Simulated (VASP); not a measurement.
A run of VASP 6.6.1 is set up as follows.

File INCAR:

```
  PREC = Accurate
  ENCUT = 520
  EDIFF = 1E-6
  ISMEAR = -1
  SIGMA = 0.05
  LREAL = F
  LASPH = T
  NELM = 100
  ALGO = Normal
  ISIF = 2
  LWAVE = F
  LCHARG = F
  GGA = B5
  ALDAX = 1.0
  AGGAX = 1.0
  AGGAC = 1.0
  ALDAC = 0.0
  NBANDS = 15
```

File KPOINTS:

```
regular mesh
0
Gamma
  7 7 7
```

POSCAR

```
KBr
1.0
    0.0000000000      3.4072061757      3.4072061757
    3.4072061757      0.0000000000      3.4072061757
    3.4072061757      3.4072061757      0.0000000000
Br K
1 1
Direct
    0.5000000000      0.5000000000      0.5000000000
    0.0000000000      0.0000000000      0.0000000000
```

Potentials or basis: VASP PAW PBE potentials, release 64 (Br, K_sv).

The run is started by

```sh
$ cat potpaw_PBE.64/Br/POTCAR potpaw_PBE.64/K_sv/POTCAR > POTCAR
$ mpirun -np 1 vasp_std > vasp.out
```

(1) What does it give for the band gap on the k mesh?

(2) Estimate the pressure.

Results:

(1) 4.19 eV.

(2) 0.0 GPa.

Caveat: the PAW data sets were made with another functional, which shifts forces and pressure a little; an odd mesh through Γ misses points on the zone boundary, where band edges can lie.
